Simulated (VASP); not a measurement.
# PtS2 (P-3m1) in VASP: a series of runs, part 2 of 2

VASP 6.6.1. Earlier steps stand in the parts before.

## 3. Single point, r2SCAN

This run uses another cell than the first one, of 18.63 Å³/atom.

POSCAR reads:

```
PtS2
1.0
    3.5666655845      0.0000000000      0.0000000000
   -1.7833327923      3.0888230030      0.0000000000
    0.0000000000      0.0000000000      5.0721705089
Pt S
1 2
Direct
    0.0000000000      0.0000000000      0.0000000000
    0.6666666667      0.3333333333      0.7730000000
    0.3333333333      0.6666666667      0.2270000000
```

INCAR.step1 reads:

```
PREC     = Accurate       # precision mode
ENCUT    = 520            # plane-wave cutoff, eV
ISMEAR   = -1             # smearing method
SIGMA    = 0.05           # smearing width, eV
LREAL    = F              # projectors in reciprocal space
LASPH    = T              # aspherical terms in the spheres
NELM     = 100            # most SCF steps
NBANDS   = 18             # bands
GGA      = PE             # functional
ALGO     = Normal         # electronic algorithm
EDIFF    = 1E-4           # SCF threshold, eV
LWAVE    = T              # write WAVECAR
LCHARG   = F              # write CHGCAR
```

INCAR.step2 reads:

```
PREC     = Accurate       # precision mode
ENCUT    = 520            # plane-wave cutoff, eV
EDIFF    = 1E-6           # SCF threshold, eV
ISMEAR   = -1             # smearing method
SIGMA    = 0.05           # smearing width, eV
LREAL    = F              # projectors in reciprocal space
LASPH    = T              # aspherical terms in the spheres
NELM     = 100            # most SCF steps
ALGO     = Normal         # electronic algorithm
ISIF     = 2              # what is computed and relaxed
LWAVE    = F              # write WAVECAR
LCHARG   = F              # write CHGCAR
METAGGA  = R2SCAN         # meta-GGA
LMIXTAU  = T            
NBANDS   = 18             # bands
ISTART   = 1
```

KPOINTS reads:

```
regular mesh
0
Gamma
  9 9 5
```

Potentials or basis: VASP PAW PBE potentials, release 64 (Pt, S).

On the command line:

```bash
$ cat potpaw_PBE.64/Pt/POTCAR potpaw_PBE.64/S/POTCAR > POTCAR
$ cp INCAR.step1 INCAR
$ mpirun -np 1 vasp_std > vasp.out
$ cp INCAR.step2 INCAR
$ mpirun -np 1 vasp_std > vasp.out
```

OUTCAR:

```text
PREC = Accurate
   ENCUT = 520
   EDIFF = 1E-6
   ISMEAR = -1
   LREAL = F
   LASPH = T
   NELM = 100
   ISIF = 2
   METAGGA = R2SCAN
   ISTART = 1

 ion  position               nearest neighbor table
   1  0.000  0.000  0.000-   2 2.36   3 2.36   2 2.36   3 2.36   2 2.36   3 2.36
   2  0.667  0.333  0.773-   1 2.36   1 2.36   1 2.36
   3  0.333  0.667  0.227-   1 2.36   1 2.36   1 2.36

  LATTYP: Found a hexagonal cell.
 ALAT       =     3.5666655845
 C/A-ratio  =     1.4221043125

  Lattice vectors:

 A1 = (   3.5666655845,   0.0000000000,   0.0000000000)
 A2 = (  -1.7833327923,   3.0888230030,   0.0000000000)
 A3 = (   0.0000000000,   0.0000000000,   5.0721705089)

Analysis of symmetry for initial positions (statically):
=====================================================================
 Subroutine PRICEL returns:
 Original cell was already a primitive cell.

 Routine SETGRP: Setting up the symmetry group for a
 hexagonal supercell.

 Subroutine GETGRP returns: Found 12 space group operations
 (whereof 12 operations were pure point group operations)
 out of a pool of 24 trial point group operations.

The static configuration has the point symmetry D_3d.
[... 162 lines left out ...]

 E-fermi :   6.7864     XC(G=0): -11.1725

 val. band max:        6.2222627003   @ k =   0.0000   0.2222   0.2000
 cond. band min:       7.3883954194   @ k =   0.0000   0.3333   0.2000
 fundamental gap:      1.1661327191
 Fermi energy:         6.7864180961

 k-point     1 :       0.0000    0.0000    0.0000
  band No.  band energies     occupation
      1      -9.7902      2.00000
      2      -6.5552      2.00000
      3      -0.8894      2.00000
      4      -0.8894      2.00000
      5      -0.7705      2.00000
      6       2.1879      2.00000
[... 481 lines left out ...]
      5       0.4626      2.00000
      6       0.9477      2.00000
[... 10 lines left out ...]
     17      15.2914      0.00000
     18      17.3093      0.00000

 [... further k-points ...]

------------------------ aborting loop because EDIFF is reached ----------------------------------------

  FORCE on cell =-STRESS in cart. coord.  units (eV):
  Direction    XX          YY          ZZ          XY          YZ          ZX
  --------------------------------------------------------------------------------------
  -------------------------------------------------------------------------------------
  Total        1.8490918      1.8490918      2.4266567     -0.0000000      0.0000000      0.0000000
  in kB       53.0175662     53.0175662     69.5776357     -0.0000000      0.0000000      0.0000000
  external PRESSURE =      58.5375894 kB  Pullay stress =       0.0000000 kB

 VOLUME and BASIS-vectors are now :
 -----------------------------------------------------------------------------
  energy-cutoff  :      520.00
  volume of cell :       55.88
      direct lattice vectors                 reciprocal lattice vectors
     3.566665584  0.000000000  0.000000000     0.280373917  0.161873956  0.000000000
    -1.783332792  3.088823003  0.000000000     0.000000000  0.323747913  0.000000000
     0.000000000  0.000000000  5.072170509     0.000000000  0.000000000  0.197154255

 POSITION                                       TOTAL-FORCE (eV/Angst)
 -----------------------------------------------------------------------------------
      0.00000      0.00000      0.00000         0.000000      0.000000      0.000000
      1.78333      1.02961      3.92079        -0.000000     -0.000000     -0.908723
     -0.00000      2.05922      1.15138        -0.000000      0.000000      0.908723
 -----------------------------------------------------------------------------------
    total drift:                                0.000000     -0.000000      0.000000

  FREE ENERGIE OF THE ION-ELECTRON SYSTEM (eV)
  ---------------------------------------------------
  free  energy   TOTEN  =       -68.7922786338 eV

  energy  without entropy=      -68.7922774875  energy(sigma->0) =      -68.79227806
```

OUTCAR.step1:

```text
PREC = Accurate
   ENCUT = 520
   ISMEAR = -1
   LREAL = F
   LASPH = T
[... 729 lines left out ...]
      0.00000      0.00000      0.00000        -0.000000      0.000000      0.000000
      1.78333      1.02961      3.92079        -0.000000     -0.000000     -0.916048
     -0.00000      2.05922      1.15138         0.000000      0.000000      0.916048
 -----------------------------------------------------------------------------------
    total drift:                                0.000000     -0.000000      0.000000

  FREE ENERGIE OF THE ION-ELECTRON SYSTEM (eV)
  ---------------------------------------------------
  free  energy   TOTEN  =       -15.3360726532 eV

  energy  without entropy=      -15.3360677431  energy(sigma->0) =      -15.33607020
```

It took 4.7 min on 1 thread of Intel Xeon Platinum 8488C (Sapphire Rapids), shared host; peak memory 0.21 GiB.

Results:

| Item | Value |
| --- | --- |
| Free energy | -68.7923 eV |
| Pressure | 5.9 GPa |
| Largest force | 0.909 eV/Å |
| Band gap on the k mesh | 1.17 eV (least direct gap 1.23 eV) |

Forces in eV/Å, atoms in the order of the input:
```
Pt   0.000  0.000  0.000
S    0.000  0.000 -0.909
S    0.000  0.000  0.909
```

Caveat: the cell stands under pressure; the PAW data sets were made with another functional, which shifts forces and pressure a little; spin-orbit coupling is left out, which moves the levels of the heavy elements; an odd mesh through Γ misses points on the zone boundary, where band edges can lie. r2SCAN opens gaps a little over a GGA but as a rule still falls short of measured ones.

## 4. Single point, r2SCAN

This run uses another cell than the first one, of 18.99 Å³/atom.

POSCAR reads:

```
PtS2
1.0
    3.5898263996      0.0000000000      0.0000000000
   -1.7949131998      3.1088808573      0.0000000000
    0.0000000000      0.0000000000      5.1051076040
Pt S
1 2
Direct
    0.0000000000      0.0000000000      0.0000000000
    0.6666666667      0.3333333333      0.7730000000
    0.3333333333      0.6666666667      0.2270000000
```

INCAR.step1 reads:

```
  ALGO = Normal
  EDIFF = 1E-4
  ENCUT = 520
  GGA = PE
  ISMEAR = -1
  LASPH = T
  LCHARG = F
  LREAL = F
  LWAVE = T
  NBANDS = 18
  NELM = 80
  PREC = Accurate
  SIGMA = 0.05
```

INCAR.step2 reads:

```
  ALGO = Normal
  EDIFF = 1E-7
  ENCUT = 520
  ISIF = 2
  ISMEAR = -1
  ISTART = 1
  LASPH = T
  LCHARG = F
  LMIXTAU = T
  LREAL = F
  LWAVE = F
  METAGGA = R2SCAN
  NBANDS = 18
  NELM = 80
  PREC = Accurate
  SIGMA = 0.05
```

KPOINTS reads:

```
k-points
0
Gamma
  9 9 5
```

On the command line:

```bash
$ cat potpaw_PBE.64/Pt/POTCAR potpaw_PBE.64/S/POTCAR > POTCAR
$ cp INCAR.step1 INCAR
$ mpirun -np 1 vasp_std > vasp.out
$ cp INCAR.step2 INCAR
$ mpirun -np 1 vasp_std > vasp.out
```

Run time: 4.8 min. Hardware: 1 thread of Intel Xeon Platinum 8488C (Sapphire Rapids), shared host; peak memory 0.21 GiB.

Results (log left out):

```yaml
Free_energy: -68.8222 eV
Pressure: 2.8 GPa
Largest_force: 0.630 eV/Å
Band_gap_on_the_k_mesh: 1.14 eV (least direct gap 1.21 eV)
```

Forces in eV/Å, atoms in the order of the input:
```
Pt   0.000  0.000  0.000
S    0.000  0.000 -0.630
S    0.000  0.000  0.630
```

Stress tensor (GPa, compression positive):
```
1.84 0.00 0.00
0.00 1.84 0.00
0.00 0.00 4.79
```

Levels at points of the mesh, in eV from the valence-band top:
| k point | band 9 | band 10 | band 11 | band 12 | band 13 | band 14 |
| --- | --- | --- | --- | --- | --- | --- |
| (0.00, 0.00, 0.00) | -1.12 | -1.12 | -0.05 | 2.54 | 2.54 | 5.30 |

Caveat: the PAW data sets were made with another functional, which shifts forces and pressure a little; spin-orbit coupling is left out, which moves the levels of the heavy elements; an odd mesh through Γ misses points on the zone boundary, where band edges can lie. r2SCAN opens gaps a little over a GGA but as a rule still falls short of measured ones.

## 5. The runs side by side

| cell | gap on the mesh (eV) | pressure (GPa) | largest force (eV/Å) |
| --- | --- | --- | --- |
| a = 3.495, b = 3.495, c = 4.971 Å, angles 90.0, 90.0, 120.0°, 3 atoms | 1.24 | 17.2 | 1.89 |
| a = 3.567, b = 3.567, c = 5.072 Å, angles 90.0, 90.0, 120.0°, 3 atoms | 1.17 | 5.9 | 0.91 |
| a = 3.590, b = 3.590, c = 5.105 Å, angles 90.0, 90.0, 120.0°, 3 atoms | 1.14 | 2.8 | 0.63 |

Alike in all rows: task single point; level r2SCAN; potentials or basis VASP PAW PBE potentials, release 64 (Pt, S); no spin polarisation; k mesh 9 × 9 × 5; cutoff (eV) 520; smearing fermi-dirac 0.05 eV.

Caveats: the PAW data sets were made with another functional, which shifts forces and pressure a little; spin-orbit coupling is left out, which moves the levels of the heavy elements; an odd mesh through Γ misses points on the zone boundary, where band edges can lie; the cell stands under pressure (at least some runs).

Total energies depend on the potentials used, so only differences within one code and one set of settings carry meaning.
